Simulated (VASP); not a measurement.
**RbBr: single point with PBEsol**

RbBr:

```
Rb Br
1.0
     3.86535    0.00000    0.00000
     0.00000    3.86535    0.00000
     0.00000    0.00000    3.86535
Rb Br
1 1
Cartesian
  0.0000 0.0000 0.0000
  1.9327 1.9327 1.9327
```

```json
{
  "Program": "VASP 6.6.1",
  "Task": "single point",
  "Functional": "PBEsol",
  "Potentials or basis": "VASP PAW PBE potentials, release 64 (Rb_sv, Br)",
  "Cutoff": "520 eV",
  "k mesh": "6 × 6 × 6",
  "Occupations": "gaussian, width 0.01 eV",
  "Spin": "no spin polarisation"
}
```

* Pressure: 4.1 GPa
* Band gap on the k mesh: 4.67 eV (least direct gap 4.81 eV)

Levels at points of the mesh, in eV from the valence-band top:
```csv
k point,band 6,band 7,band 8,band 9,band 10,band 11
"(0.00, 0.00, 0.00)",-0.15,-0.15,-0.15,4.67,5.11,5.11
"(0.50, 0.00, 0.00)",-2.35,-0.36,-0.36,6.73,7.94,8.53
"(0.50, 0.50, 0.00)",-1.28,-1.28,0.00,5.18,6.22,7.96
"(0.50, 0.50, 0.50)",-1.94,-1.94,-1.94,8.82,8.82,8.82
```

Run time: 8.6 s on 1 thread of Intel(R) Xeon(R) 6975P-C (Granite Rapids), on a shared host, peak memory 0.17 GiB.

Caveat: the cell stands under pressure; the PAW data sets were made with another functional, which shifts forces and pressure a little. A k mesh can miss the band edges.
